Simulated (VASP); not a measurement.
Input of a VASP 6.6.1 run:

File INCAR:

```
SYSTEM = Al
PREC = Accurate
ENCUT = 520
EDIFF = 1E-8
ISMEAR = -1
SIGMA = 0.15
LREAL = .FALSE.
LASPH = .TRUE.
NELM = 80
ALGO = Normal
ISIF = 2
LWAVE = .FALSE.
LCHARG = .TRUE.
GGA = PE
IVDW = 12
NBANDS = 8
IBRION = 6
NFREE = 2
POTIM = 0.015
NSW = 1
```

The input KPOINTS:

```
Automatic mesh
0
G
  20 20 20
  0 0 0
```

File POSCAR:

```
Al
1.0
    0.0000000000      1.9920664043      1.9920664043
    1.9920664043      0.0000000000      1.9920664043
    1.9920664043      1.9920664043      0.0000000000
Al
1
Direct
    0.0000000000      0.0000000000      0.0000000000
```

Potentials or basis: VASP PAW PBE potentials, release 64 (Al).

Command:

```bash
$ cat potpaw_PBE.64/Al/POTCAR > POTCAR
$ mpirun -np 1 vasp_std > vasp.out
```

Question: What does it give for the dispersion energy per atom?

Answer: -0.352 eV.
